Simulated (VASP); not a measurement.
# Ge (Cmcm) in VASP: notebook

Ge is run at these levels: LDA; tasks: relaxation of cell and atoms, single point.

Everything below comes from runs of VASP 6.6.1. Logs are shortened: lines on timing, memory, paths and dates and some standing lists are left out, and cuts for length are marked.

## Step 1: The cell of the first run

It takes space group Cmcm (No. 63, orthorhombic). The conventional cell has a = 2.976 Å, b = 5.189 Å, c = 4.728 Å, α = 90.00°, β = 90.00°, γ = 90.00°. Within 3.9 Å of Ge (site symmetry m2m) lie 12 Ge at 2.92 to 2.99 Å.

## Step 2: Relaxation of cell and atoms, LDA

Input file INCAR:

```
SYSTEM = Ge
PREC = Accurate ; ENCUT = 600
EDIFF = 1E-7 ; ISMEAR = -1
SIGMA = 0.05 ; LREAL = .FALSE.
LASPH = .TRUE. ; NELM = 80
ALGO = Normal ; ISIF = 3
LWAVE = .FALSE. ; LCHARG = .FALSE.
GGA = CA ; IBRION = 2
NSW = 60 ; EDIFFG = -0.01
```

Input file KPOINTS:

```
Automatic mesh
0
G
  10 10 6
  0 0 0
```

Input file POSCAR:

```
Ge
1.0
    1.4880529250     -2.5946896100      0.0000000000
    1.4880529250      2.5946896100      0.0000000000
    0.0000000000      0.0000000000      4.7275957900
Ge
2
Direct
    0.3334466300      0.6665533700      0.2500000000
    0.6665533700      0.3334466300      0.7500000000
```

Potentials or basis: VASP PAW LDA potentials, release 64 (Ge_d).

Run with:

```bash
$ cat potpaw_LDA.64/Ge_d/POTCAR > POTCAR
$ mpirun -np 1 vasp_std > vasp.out
```

OUTCAR:

```text
SYSTEM = Ge
   PREC = Accurate
   ENCUT = 600
   EDIFF = 1E-7
   ISMEAR = -1
   LREAL = .FALSE.
   LASPH = .TRUE.
   NELM = 80
   ISIF = 3
   GGA = CA
   IBRION = 2
   NSW = 60
   EDIFFG = -0.01

 ion  position               nearest neighbor table
   1  0.333  0.667  0.250-
   2  0.667  0.333  0.750-

  LATTYP: Found a base centered orthorhombic cell.
 ALAT       =     2.9761058500
 B/A-ratio  =     1.7436809984
 C/A-ratio  =     1.5885173540

  Lattice vectors:

 A1 = (   1.4880529250,  -2.5946896100,   0.0000000000)
 A2 = (   1.4880529250,   2.5946896100,   0.0000000000)
 A3 = (   0.0000000000,   0.0000000000,   4.7275957900)

Analysis of symmetry for initial positions (statically):
=====================================================================
 Subroutine PRICEL returns:
 Original cell was already a primitive cell.

 Routine SETGRP: Setting up the symmetry group for a
 base centered orthorhombic supercell.

 Subroutine GETGRP returns: Found  8 space group operations
 (whereof  4 operations were pure point group operations)
 out of a pool of  8 trial point group operations.

The static configuration has the point symmetry C_2h.
 The point group associated with its full space group is D_2h.

Analysis of symmetry for dynamics (positions and initial velocities):
=====================================================================
 Subroutine PRICEL returns:
 Original cell was already a primitive cell.

 Routine SETGRP: Setting up the symmetry group for a
 base centered orthorhombic supercell.

 Subroutine GETGRP returns: Found  8 space group operations
 (whereof  4 operations were pure point group operations)
 out of a pool of  8 trial point group operations.

The dynamic configuration has the point symmetry C_2h.
 The point group associated with its full space group is D_2h.

 Subroutine INISYM returns: Found  8 space group operations
 (whereof  4 operations are pure point group operations),
 and found     1 'primitive' translations

----------------------------------------------------------------------------------------

                                     Primitive cell

  volume of cell :      36.5068

  direct lattice vectors                    reciprocal lattice vectors
     1.488052925 -2.594689610  0.000000000     0.336009554 -0.192701277  0.000000000
     1.488052925  2.594689610  0.000000000     0.336009554  0.192701277  0.000000000
     0.000000000  0.000000000  4.727595790     0.000000000  0.000000000  0.211524006

  length of vectors
     2.991106096  2.991106096  4.727595790     0.387345069  0.387345069  0.211524006

  position of ions in fractional coordinates (direct lattice)
     0.333446630  0.666553370  0.250000000
     0.666553370  0.333446630  0.750000000

  ion indices of the primitive-cell ions
   primitive index   ion index
                 1           1
                 2           2

----------------------------------------------------------------------------------------

 KPOINTS: Automatic mesh

Automatic generation of k-mesh.
 Grid dimensions read from file:
 generate k-points for:   10   10    6

 Generating k-lattice:

  Cartesian coordinates                     Fractional coordinates (reciprocal lattice)
     0.033600955 -0.019270128  0.000000000     0.100000000 -0.000000000  0.000000000
     0.033600955  0.019270128  0.000000000    -0.000000000  0.100000000  0.000000000
     0.000000000  0.000000000  0.035254001     0.000000000  0.000000000  0.166666667

  Length of vectors
     0.038734507  0.038734507  0.035254001

  Shift w.r.t. Gamma in fractional coordinates (k-lattice)
     0.000000000  0.000000000  0.000000000

 Subroutine IBZKPT returns following result:
 ===========================================

 Found    124 irreducible k-points:

 Following reciprocal coordinates:
            Coordinates               Weight
  0.000000  0.000000  0.000000      1.000000
  0.100000  0.000000  0.000000      4.000000
  0.200000  0.000000  0.000000      4.000000
  0.300000 -0.000000  0.000000      4.000000
[... 41 lines left out ...]

--------------------------------------- Ionic step        1  -------------------------------------------

 number of electron      27.9999997 magnetization

 Free energy of the ion-electron system (eV)
  ---------------------------------------------------
  ext. energy  EPLUGINS =         0.00000000
  ---------------------------------------------------
  free energy    TOTEN  =        -9.79172433 eV

  energy without entropy =       -9.78338129  energy(sigma->0) =       -9.78755281

------------------------ aborting loop because EDIFF is reached ----------------------------------------

  FORCE on cell =-STRESS in cart. coord.  units (eV):
  Direction    XX          YY          ZZ          XY          YZ          ZX
  --------------------------------------------------------------------------------------
  -------------------------------------------------------------------------------------
  Total       -0.4447125     -0.3991441      0.1054883      0.0000000      0.0000000      0.0000000
  in kB      -19.5171219    -17.5172620      4.6295712      0.0000000      0.0000000      0.0000000
  external PRESSURE =     -10.8016042 kB  Pullay stress =       0.0000000 kB
[... 89 lines left out ...]
  FREE ENERGIE OF THE ION-ELECTRON SYSTEM (eV)
  ---------------------------------------------------
  free  energy   TOTEN  =        -9.7972973975 eV

  energy  without entropy=       -9.7891599594  energy(sigma->0) =       -9.79322868

[... ionic steps 4 to 10 ...]

--------------------------------------- Ionic step       11  -------------------------------------------

 number of electron      27.9999985 magnetization

------------------------ aborting loop because EDIFF is reached ----------------------------------------

  FORCE on cell =-STRESS in cart. coord.  units (eV):
  Direction    XX          YY          ZZ          XY          YZ          ZX
  --------------------------------------------------------------------------------------
  -------------------------------------------------------------------------------------
  Total       -0.0285910     -0.0211269      0.0025861      0.0000000      0.0000000      0.0000000
  in kB       -1.2758695     -0.9427876      0.1154061      0.0000000      0.0000000      0.0000000
  external PRESSURE =      -0.7010837 kB  Pullay stress =       0.0000000 kB
[... 57 lines left out ...]
  energy  without entropy=       -9.7922859631  energy(sigma->0) =       -9.79567220

--------------------------------------- Ionic step       13  -------------------------------------------

 number of electron      27.9999985 magnetization

 Free energy of the ion-electron system (eV)
  ---------------------------------------------------
  ext. energy  EPLUGINS =         0.00000000
  ---------------------------------------------------
  free energy    TOTEN  =        -9.79906160 eV

  energy without entropy =       -9.79228246  energy(sigma->0) =       -9.79567203

 E-fermi :   7.0161     XC(G=0): -11.8341

 val. band max:        6.9671386378   @ k =  -0.3000   0.1000   0.0000
 cond. band min:       7.0371454240   @ k =   0.3000   0.2000   0.5000
 fundamental gap:      0.0700067862
 Fermi energy:         7.0161274506

 k-point     1 :       0.0000    0.0000    0.0000
  band No.  band energies     occupation
      1     -17.7721      2.00000
      2     -17.7649      2.00000
      3     -17.7645      2.00000
      4     -17.7554      2.00000
      5     -17.7530      2.00000
      6     -17.7449      2.00000
[... 10 lines left out ...]
     17      16.2014      0.00000
     18      16.6561      0.00000
[... 466 lines left out ...]
      2     -17.7504      2.00000
      3     -17.7468      2.00000
      4     -17.7398      2.00000
      5     -17.7258      2.00000
      6     -17.7096      2.00000
[... 10 lines left out ...]
     17       8.3457      0.00000
     18       8.8716      0.00000

 [... further k-points ...]

------------------------ aborting loop because EDIFF is reached ----------------------------------------

  FORCE on cell =-STRESS in cart. coord.  units (eV):
  Direction    XX          YY          ZZ          XY          YZ          ZX
  --------------------------------------------------------------------------------------
  -------------------------------------------------------------------------------------
  Total       -0.0077461     -0.0010187      0.0175105      0.0000000      0.0000000      0.0000000
  in kB       -0.3457908     -0.0454752      0.7816837      0.0000000      0.0000000      0.0000000
  external PRESSURE =       0.1301392 kB  Pullay stress =       0.0000000 kB
[... 17 lines left out ...]
  FREE ENERGIE OF THE ION-ELECTRON SYSTEM (eV)
  ---------------------------------------------------
  free  energy   TOTEN  =        -9.7990615995 eV

  energy  without entropy=       -9.7922824634  energy(sigma->0) =       -9.79567203

 reached required accuracy - stopping structural energy minimisation
```

Wall time 4.9 min (1 thread of Intel Xeon Platinum 8488C (Sapphire Rapids), shared host); peak memory 0.21 GiB.

Results:

```yaml
Free_energy: -9.7991 eV
Relaxed_volume: 17.95 Å³/atom
Relaxed_cell: a = 2.959 Å, b = 2.959 Å, c = 4.781 Å, α = 90.00°, β = 90.00°, γ = 120.97°
Space_group_after_relaxing_to_0.05_Å: Cmcm (No. 63)
Energy_gained_by_relaxing: 3.7 meV/atom
Ionic_steps: 13
Pressure_after_relaxing: 0.0 GPa
Largest_force_after_relaxing: 0.008 eV/Å
Band_gap_on_the_k_mesh: zero (band 14 reaches 13.97 eV, above the bottom of band 15 at 4.77 eV)
```

Forces on the atoms (eV/Å):
```
Ge   0.000 -0.008  0.000
Ge   0.000  0.008  0.000
```

Step by step:
```
step  energy change (eV)  largest force (eV/Å)  pressure (GPa)  volume (Å³)
   1              0.0000                0.0002           -1.08        36.51
   2             -0.0053                0.0020            0.25        35.86
   3             -0.0056                0.0032            0.57        35.68
   4             -0.0070                0.0056            0.13        35.85
   5             -0.0070                0.0056            0.15        35.85
   6             -0.0072                0.0059            0.00        35.94
   7             -0.0072                0.0060           -0.14        36.00
   8             -0.0073                0.0067           -0.12        35.97
   9             -0.0073                0.0068           -0.13        35.97
  10             -0.0073                0.0073            0.07        35.87
  11             -0.0073                0.0078           -0.07        35.90
  12             -0.0073                0.0072            0.16        35.88
  13             -0.0073                0.0078            0.01        35.89
```

Final structure:
```xyz
2
Lattice="1.4578 -2.5749 0.0000 1.4578 2.5749 0.0000 0.0000 0.0000 4.7805" Properties=species:S:1:pos:R:3 pbc="T T T"
Ge    1.4578    0.8560    1.1951
Ge    1.4578   -0.8560    3.5854
```

## Step 3: Single point, LDA

This run uses another cell than the first one, of 17.52 Å³/atom, 0.960 times its volume.

Input file INCAR:

```
SYSTEM = Ge
  ALGO = Normal
  EDIFF = 1E-6
  ENCUT = 520
  ISIF = 2
  ISMEAR = -1
  LASPH = .True.
  LCHARG = .False.
  LREAL = .False.
  LWAVE = .False.
  NBANDS = 21
  NELM = 60
  PREC = Accurate
  SIGMA = 0.05
```

Input file KPOINTS:

```
k-points
0
Gamma
  10 10 6
  0 0 0
```

Input file POSCAR:

```
Ge
1.0
    1.4679416364     -2.5596219381      0.0000000000
    1.4679416364      2.5596219381      0.0000000000
    0.0000000000      0.0000000000      4.6637015279
Ge
2
Direct
    0.3334466300      0.6665533700      0.2500000000
    0.6665533700      0.3334466300      0.7500000000
```

Potentials or basis: VASP PAW LDA potentials, release 64 (Ge_d).

Run with:

```bash
$ cat potpaw_LDA.64/Ge_d/POTCAR > POTCAR
$ mpirun -np 1 vasp_std > vasp.out
```

It took 45 s on 1 thread of Intel Xeon Platinum 8259CL at 2.50GHz (Skylake/Cascade Lake), shared host; peak memory 0.18 GiB.

The run converged. Its results:

| Item | Value |
| --- | --- |
| Free energy | -9.7863 eV |
| Pressure | 2.1 GPa |
| Band gap on the k mesh | zero (band 14 reaches 14.18 eV, above the bottom of band 15 at 4.95 eV) |

Stress tensor (GPa, compression positive):
```
1.06 0.00 0.00
0.00 1.40 0.00
0.00 0.00 3.93
```

Levels at points of the mesh, in eV from the Fermi level:
| k point | band 11 | band 12 | band 13 | band 14 | band 15 | band 16 | band 17 | band 18 |
| --- | --- | --- | --- | --- | --- | --- | --- | --- |
| (0.00, 0.00, 0.00) | -13.69 | -7.56 | -5.71 | 6.82 | 6.93 | 8.97 | 9.09 | 10.46 |
| (0.50, 0.00, 0.00) | -8.57 | -7.25 | -2.21 | -1.27 | -0.92 | 1.47 | 2.50 | 6.63 |
| (0.50, 0.50, 0.00) | -8.65 | -7.30 | -2.25 | -1.30 | -0.98 | 1.44 | 2.66 | 6.78 |
| (0.00, 0.00, 0.50) | -11.96 | -11.96 | 1.98 | 1.98 | 8.00 | 8.00 | 8.12 | 8.12 |
| (0.50, 0.00, 0.50) | -7.06 | -7.06 | -5.09 | -5.09 | 4.22 | 4.22 | 5.26 | 5.26 |
| (0.50, 0.50, 0.50) | -7.13 | -7.13 | -5.11 | -5.11 | 4.38 | 4.38 | 5.29 | 5.29 |

## Step 4: Single point, LDA

Input file INCAR:

```
  ALGO = Normal
  EDIFF = 1E-7
  ENCUT = 520
  GGA = CA
  ISIF = 2
  ISMEAR = -1
  LASPH = True
  LCHARG = False
  LREAL = False
  LWAVE = False
  NBANDS = 21
  NELM = 60
  PREC = Accurate
  SIGMA = 0.05
```

Input file KPOINTS:

```
k-points
0
Gamma
  10 10 6
```

Input file POSCAR:

```
Ge
1.0
    1.4880529250     -2.5946896100      0.0000000000
    1.4880529250      2.5946896100      0.0000000000
    0.0000000000      0.0000000000      4.7275957900
Ge
2
Direct
    0.3334466300      0.6665533700      0.2500000000
    0.6665533700      0.3334466300      0.7500000000
```

Run with:

```bash
$ cat potpaw_LDA.64/Ge_d/POTCAR > POTCAR
$ mpirun -np 1 vasp_std > vasp.out
```

Wall time 41 s (1 thread of Intel Xeon Platinum 8259CL at 2.50GHz (Skylake/Cascade Lake), shared host); peak memory 0.19 GiB.

It converged, with:

| Quantity | Value |
| --- | --- |
| Free energy | -9.7916 eV |
| Pressure | -1.1 GPa |
| Band gap on the k mesh | zero (band 14 reaches 13.44 eV, above the bottom of band 15 at 4.58 eV) |

Stress tensor (GPa, compression positive):
```
-2.01  0.00  0.00
 0.00 -1.81  0.00
 0.00  0.00  0.40
```

Levels at points of the mesh, in eV from the Fermi level:
```csv
k point,band 10,band 11,band 12,band 13,band 14,band 15,band 16,band 17,band 18,band 19
"(0.00, 0.00, 0.00)",-24.62,-13.35,-7.51,-5.48,6.53,6.64,8.60,8.72,9.97,11.46
"(0.50, 0.00, 0.00)",-24.61,-8.45,-7.10,-2.31,-1.26,-0.86,1.49,2.41,6.54,7.12
"(0.50, 0.50, 0.00)",-24.61,-8.53,-7.14,-2.35,-1.29,-0.93,1.45,2.57,6.68,7.27
"(0.00, 0.00, 0.50)",-24.64,-11.68,-11.68,1.86,1.86,7.65,7.65,7.76,7.76,12.77
"(0.50, 0.00, 0.50)",-24.61,-7.03,-7.03,-4.89,-4.89,4.07,4.07,5.02,5.02,8.76
"(0.50, 0.50, 0.50)",-24.61,-7.10,-7.10,-4.91,-4.91,4.22,4.22,5.03,5.03,8.85
```

## Step 5: Single point, LDA

Input file INCAR:

```
PREC     = Accurate       # precision mode
ENCUT    = 520            # plane-wave cutoff, eV
EDIFF    = 1E-6           # SCF threshold, eV
ISMEAR   = -1             # smearing method
SIGMA    = 0.05           # smearing width, eV
LREAL    = False          # projectors in reciprocal space
LASPH    = True           # aspherical terms in the spheres
NELM     = 80             # most SCF steps
ALGO     = Normal         # electronic algorithm
ISIF     = 2              # what is computed and relaxed
LWAVE    = False          # write WAVECAR
LCHARG   = False          # write CHGCAR
NBANDS   = 21             # bands
```

Input file KPOINTS:

```
regular mesh
0
Gamma
  10 10 6
```

POSCAR is that of step 4.

Run with:

```bash
$ cat potpaw_LDA.64/Ge_d/POTCAR > POTCAR
$ mpirun -np 1 vasp_std > vasp.out
```

Wall time 37 s (1 thread of Intel Xeon Platinum 8259CL at 2.50GHz (Skylake/Cascade Lake), shared host); peak memory 0.19 GiB.

Results (log left out):

```
Free energy            : -9.7916 eV
Pressure               : -1.2 GPa
Band gap on the k mesh : zero (band 14 reaches 13.44 eV, above the bottom of band 15 at 4.58 eV)
```

Stress tensor (GPa, compression positive):
```
-2.11  0.00  0.00
 0.00 -1.91  0.00
 0.00  0.00  0.29
```

Levels at points of the mesh, in eV from the Fermi level:
| k point | band 10 | band 11 | band 12 | band 13 | band 14 | band 15 | band 16 | band 17 | band 18 | band 19 |
| --- | --- | --- | --- | --- | --- | --- | --- | --- | --- | --- |
| (0.00, 0.00, 0.00) | -24.62 | -13.35 | -7.51 | -5.48 | 6.53 | 6.64 | 8.60 | 8.72 | 9.97 | 11.46 |
| (0.50, 0.00, 0.00) | -24.61 | -8.45 | -7.10 | -2.31 | -1.26 | -0.86 | 1.49 | 2.41 | 6.54 | 7.12 |
| (0.50, 0.50, 0.00) | -24.61 | -8.53 | -7.14 | -2.35 | -1.29 | -0.93 | 1.45 | 2.57 | 6.68 | 7.27 |
| (0.00, 0.00, 0.50) | -24.64 | -11.68 | -11.68 | 1.86 | 1.86 | 7.65 | 7.65 | 7.76 | 7.76 | 12.77 |
| (0.50, 0.00, 0.50) | -24.61 | -7.03 | -7.03 | -4.89 | -4.89 | 4.07 | 4.07 | 5.02 | 5.02 | 8.76 |
| (0.50, 0.50, 0.50) | -24.61 | -7.10 | -7.10 | -4.91 | -4.91 | 4.22 | 4.22 | 5.03 | 5.03 | 8.85 |

## Step 6: Single point, LDA

This run uses another cell than the first one, of 18.62 Å³/atom, 1.020 times its volume.

Input file INCAR:

```
SYSTEM = Ge
PREC     = Accurate       ! precision mode
ENCUT    = 520            ! plane-wave cutoff, eV
EDIFF    = 1E-7           ! SCF threshold, eV
ISMEAR   = -1             ! smearing method
SIGMA    = 0.05           ! smearing width, eV
LREAL    = .False.        ! projectors in reciprocal space
LASPH    = .True.         ! aspherical terms in the spheres
NELM     = 80             ! most SCF steps
ALGO     = Normal         ! electronic algorithm
ISIF     = 2              ! what is computed and relaxed
LWAVE    = .False.        ! write WAVECAR
LCHARG   = .False.        ! write CHGCAR
NBANDS   = 21             ! bands
```

Input file KPOINTS:

```
Automatic mesh
0
Gamma
  10 10 6
  0 0 0
```

Input file POSCAR:

```
Ge
1.0
    1.4979078673     -2.6118734857      0.0000000000
    1.4979078673      2.6118734857      0.0000000000
    0.0000000000      0.0000000000      4.7589052838
Ge
2
Direct
    0.3334466300      0.6665533700      0.2500000000
    0.6665533700      0.3334466300      0.7500000000
```

Potentials or basis: VASP PAW LDA potentials, release 64 (Ge_d).

Run with:

```bash
$ cat potpaw_LDA.64/Ge_d/POTCAR > POTCAR
$ mpirun -np 1 vasp_std > vasp.out
```

It took 39 s on 1 thread of Intel Xeon Platinum 8259CL at 2.50GHz (Skylake/Cascade Lake), shared host; peak memory 0.19 GiB.

Results (log left out):

```yaml
Free_energy: -9.7835 eV
Pressure: -2.6 GPa
Band_gap_on_the_k_mesh: zero (band 14 reaches 13.10 eV, above the bottom of band 15 at 4.41 eV)
```

Stress tensor (GPa, compression positive):
```
-3.37  0.00  0.00
 0.00 -3.22  0.00
 0.00  0.00 -1.16
```

Levels at points of the mesh, in eV from the Fermi level:
```csv
k point,band 10,band 11,band 12,band 13,band 14,band 15,band 16,band 17,band 18,band 19
"(0.00, 0.00, 0.00)",-24.63,-13.19,-7.49,-5.37,6.39,6.50,8.43,8.54,9.74,11.29
"(0.50, 0.00, 0.00)",-24.62,-8.40,-7.03,-2.36,-1.26,-0.84,1.49,2.37,6.50,6.97
"(0.50, 0.50, 0.00)",-24.62,-8.47,-7.08,-2.39,-1.28,-0.90,1.46,2.52,6.63,7.11
"(0.00, 0.00, 0.50)",-24.65,-11.55,-11.55,1.81,1.81,7.49,7.49,7.59,7.59,12.60
"(0.50, 0.00, 0.50)",-24.62,-7.01,-7.01,-4.79,-4.79,3.99,3.99,4.90,4.90,8.69
"(0.50, 0.50, 0.50)",-24.62,-7.09,-7.09,-4.82,-4.82,4.14,4.14,4.92,4.92,8.78
```

## Step 7: The runs side by side

| task | cell | cutoff (eV) | gap on the mesh (eV) | pressure (GPa) |
| --- | --- | --- | --- | --- |
| relaxation of cell and atoms | relaxed from a = 2.991, b = 2.991, c = 4.728 Å, angles 90.0, 90.0, 120.3°, 2 atoms | 600 | none | 0.0 |
| single point | a = 2.951, b = 2.951, c = 4.664 Å, angles 90.0, 90.0, 120.3°, 2 atoms | 520 | none | 2.1 |
| single point | a = 2.991, b = 2.991, c = 4.728 Å, angles 90.0, 90.0, 120.3°, 2 atoms | 520 | none | -1.2 |
| single point | a = 3.011, b = 3.011, c = 4.759 Å, angles 90.0, 90.0, 120.3°, 2 atoms | 520 | none | -2.6 |

Alike in all rows: level LDA; potentials or basis VASP PAW LDA potentials, release 64 (Ge_d); no spin polarisation; k mesh 10 × 10 × 6; smearing fermi-dirac 0.05 eV.

Absolute energies hang on the potentials; compare differences alone.
